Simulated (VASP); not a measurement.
A run of VASP 6.6.1 is set up as follows.

The input INCAR:

```
PREC = Accurate
ENCUT = 520
EDIFF = 1E-7
ISMEAR = -1
SIGMA = 0.02
LREAL = False
LASPH = True
NELM = 100
ALGO = Normal
ISIF = 2
LWAVE = False
LCHARG = False
GGA = PE
NBANDS = 15
```

The input KPOINTS:

```
regular mesh
0
Gamma
  6 6 6
```

The input POSCAR:

```
CaSe
1.0
    0.0000000000      2.9798162921      2.9798162921
    2.9798162921      0.0000000000      2.9798162921
    2.9798162921      2.9798162921      0.0000000000
Ca Se
1 1
Direct
    0.0000000000      0.0000000000      0.0000000000
    0.5000000000      0.5000000000      0.5000000000
```

Potentials or basis: VASP PAW PBE potentials, release 64 (Ca_sv, Se).

Command:

```console
$ cat potpaw_PBE.64/Ca_sv/POTCAR potpaw_PBE.64/Se/POTCAR > POTCAR
$ mpirun -np 1 vasp_std > vasp.out
```

(1) Predict the pressure.

(2) Predict the band gap on the k mesh.

## Answers

(1) 0.1 GPa.

(2) 2.08 eV, indirect (least direct gap 2.99 eV).
